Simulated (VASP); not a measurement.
Wanted: the native input for a VASP 6.6.1 run.

```yaml
Task: relaxation of cell and atoms
Functional: PBE
Potentials_or_basis: VASP PAW PBE potentials, release 64 (Hf_pv)
Cutoff: 600 eV
k_mesh: 16 × 16 × 15
Occupations: fermi-dirac, width 0.1 eV
Spin: no spin polarisation
Dipole_correction: no
Further_INCAR_settings: ALGO = Normal; EDIFF = 1e-06; IBRION = 2; EDIFFG = -0.005; NSW = 60; ISIF = 3
```

The structure of Hf lies in POSCAR:

```
Hf
1.0
    3.0660394123      0.0000000000      0.0000000000
   -1.5330197062      2.6552680200      0.0000000000
    0.0000000000      0.0000000000      2.8820770476
Hf
1
Direct
    0.0000000000      0.0000000000      0.0000000000
```

This isn't the form of Hf at room conditions, which is hcp.

The input as run:

INCAR

```
ALGO = Normal ; EDIFF = 1E-6
EDIFFG = -0.005 ; ENCUT = 600
GGA = PE ; IBRION = 2
ISIF = 3 ; ISMEAR = -1
LASPH = True ; LCHARG = False
LREAL = False ; LWAVE = False
NELM = 60 ; NSW = 60
PREC = Accurate ; SIGMA = 0.1
```

KPOINTS

```
k-points
0
Gamma
  16 16 15
```

Potentials or basis: VASP PAW PBE potentials, release 64 (Hf_pv).

Run with:

```console
$ cat potpaw_PBE.64/Hf_pv/POTCAR > POTCAR
$ mpirun -np 1 vasp_std > vasp.out
```

Results of the run:

```yaml
Relaxed_volume: 23.27 Å³/atom
Relaxed_cell: a = 2.992 Å, b = 2.992 Å, c = 3.002 Å, α = 90.00°, β = 90.00°, γ = 120.00°
Space_group_after_relaxing_to_0.1_Å: P6/mmm (No. 191)
Energy_gained_by_relaxing: 38.3 meV/atom
Ionic_steps: 14
Pressure_after_relaxing: 0.0 GPa
Band_gap_on_the_k_mesh: zero (bands 5 and 6 overlap by 0.52 eV)
```

Caveat: spin-orbit coupling is left out, which moves the levels of the heavy elements.

Run time: 68 s on 1 thread of Intel(R) Xeon(R) 6975P-C (Granite Rapids) (shared host), peak memory 0.2 GiB.
